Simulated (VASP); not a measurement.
**CdSe3S: relaxation of cell and atoms with PBE**

Crystal: CdSe3S.

```
Cd Se S
1.0
     4.63358    0.00000    0.00000
     0.00000    4.63358    0.00000
     0.00000    0.00000    5.86312
Cd Se S
1 3 1
Direct
  0.00000 0.00000 0.00000
  0.50000 0.50000 0.10590
  0.00000 0.50000 0.50000
  0.50000 0.00000 0.50000
  0.50000 0.50000 0.66200
```

| Quantity | Value |
| --- | --- |
| Program | VASP 6.6.1 |
| Task | relaxation of cell and atoms |
| Functional | PBE |
| Potentials or basis | VASP PAW PBE potentials, release 64 (Cd, Se, S) |
| Cutoff | 600 eV |
| k mesh | 4 × 4 × 4 |
| Occupations | gaussian, width 0.1 eV |
| Spin | no spin polarisation |
| Dipole correction | no |
| Further INCAR settings | ALGO = Normal; EDIFF = 1e-06; IBRION = 2; EDIFFG = -0.04; NSW = 90; ISIF = 3 |

```json
{
 "Relaxed volume": "30.60 Å³/atom",
 "Relaxed cell": "a = 4.210 Å, b = 4.210 Å, c = 8.631 Å, α = 90.00°, β = 90.00°, γ = 90.00°",
 "Space group after relaxing (to 0.05 Å)": "P4mm (No. 99)",
 "Energy gained by relaxing": "186.9 meV/atom",
 "Ionic steps": "45",
 "Pressure after relaxing": "0.0 GPa",
 "Largest force after relaxing": "0.039 eV/Å",
 "Band gap on the k mesh": "zero (band 18 reaches 2.04 eV, above the bottom of band 19 at 0.70 eV)"
}
```

Forces on the atoms (eV/Å):
```
Cd   0.000  0.000 -0.018
Se   0.000  0.000  0.016
Se   0.000  0.000  0.020
Se   0.000  0.000  0.020
S    0.000  0.000 -0.039
```

Step by step:
| step | energy change (eV) | largest force (eV/Å) | pressure (GPa) | volume (Å³) |
| --- | --- | --- | --- | --- |
| 1 | 0.0000 | 0.6648 | -1.67 | 125.88 |
| 3 | -0.1264 | 0.3043 | 1.85 | 117.31 |
| 5 | -0.2305 | 0.2842 | 1.83 | 118.57 |
| 7 | -0.4113 | 1.2341 | 0.37 | 126.02 |
| 9 | -0.5352 | 1.6380 | -1.72 | 137.30 |
| 11 | -0.7384 | 0.4727 | 1.87 | 158.52 |
| 13 | -0.7901 | 0.4816 | 0.87 | 153.92 |
| 15 | -0.8356 | 0.4443 | 0.21 | 155.25 |
| 17 | -0.8648 | 0.3613 | -0.21 | 158.32 |
| 19 | -0.8795 | 0.7035 | -1.53 | 162.09 |
| 21 | -0.9071 | 0.2986 | -0.72 | 159.58 |
| 23 | -0.9180 | 0.0775 | 0.05 | 157.11 |
| 25 | -0.9187 | 0.0444 | 0.00 | 157.26 |
| 27 | -0.9191 | 0.0468 | -0.03 | 157.31 |
| 29 | -0.9209 | 0.0743 | -0.26 | 157.47 |
| 31 | -0.9211 | 0.1248 | -0.38 | 157.57 |
| 33 | -0.9215 | 0.1238 | -0.38 | 157.48 |
| 35 | -0.9231 | 0.1199 | -0.33 | 157.07 |
| 37 | -0.9279 | 0.1034 | -0.16 | 155.42 |
| 39 | -0.9298 | 0.0934 | 0.05 | 153.64 |
| 41 | -0.9313 | 0.0828 | 0.03 | 153.41 |
| 43 | -0.9333 | 0.0763 | -0.21 | 153.74 |
| 45 | -0.9346 | 0.0392 | 0.00 | 152.99 |

Final structure:
```cif
data_structure
_symmetry_space_group_name_H-M 'P 1'
_symmetry_Int_Tables_number 1
_cell_length_a 4.2103
_cell_length_b 4.2103
_cell_length_c 8.6306
_cell_angle_alpha 90.000
_cell_angle_beta 90.000
_cell_angle_gamma 90.000
_cell_volume 152.99
loop_
_atom_site_label
_atom_site_type_symbol
_atom_site_fract_x
_atom_site_fract_y
_atom_site_fract_z
_atom_site_occupancy
Cd1 Cd 0.00000 0.00000 0.07987 1
Se1 Se 0.50000 0.50000 0.07670 1
Se2 Se 0.00000 0.50000 0.49643 1
Se3 Se 0.50000 0.00000 0.49643 1
S1 S 0.50000 0.50000 0.61848 1
```

Levels at points of the mesh, in eV from the Fermi level:
| k point | band 15 | band 16 | band 17 | band 18 | band 19 | band 20 | band 21 | band 22 |
| --- | --- | --- | --- | --- | --- | --- | --- | --- |
| (0.00, 0.00, 0.00) | -1.03 | -1.03 | -0.95 | -0.72 | -0.72 | -0.50 | 2.31 | 2.31 |
| (0.50, 0.00, 0.00) | -2.09 | -1.78 | -0.42 | 0.01 | 1.77 | 1.78 | 1.96 | 3.50 |
| (0.50, 0.50, 0.00) | -2.58 | -0.78 | -0.31 | 0.45 | 1.87 | 1.87 | 1.92 | 2.35 |
| (0.00, 0.00, 0.50) | -1.06 | -1.06 | -0.84 | -0.69 | -0.69 | -0.40 | 2.34 | 2.34 |
| (0.50, 0.00, 0.50) | -2.10 | -1.96 | -0.29 | -0.01 | 1.66 | 1.83 | 1.99 | 3.21 |
| (0.50, 0.50, 0.50) | -2.53 | -0.81 | -0.53 | 0.45 | 1.83 | 1.83 | 2.24 | 2.35 |

It took 12 min on 1 thread of Intel(R) Xeon(R) 6975P-C (Granite Rapids), with other jobs on the host, peak memory 0.31 GiB.

Caveat: the volume moved by over 15 % at a fixed basis, so the end points are rough.
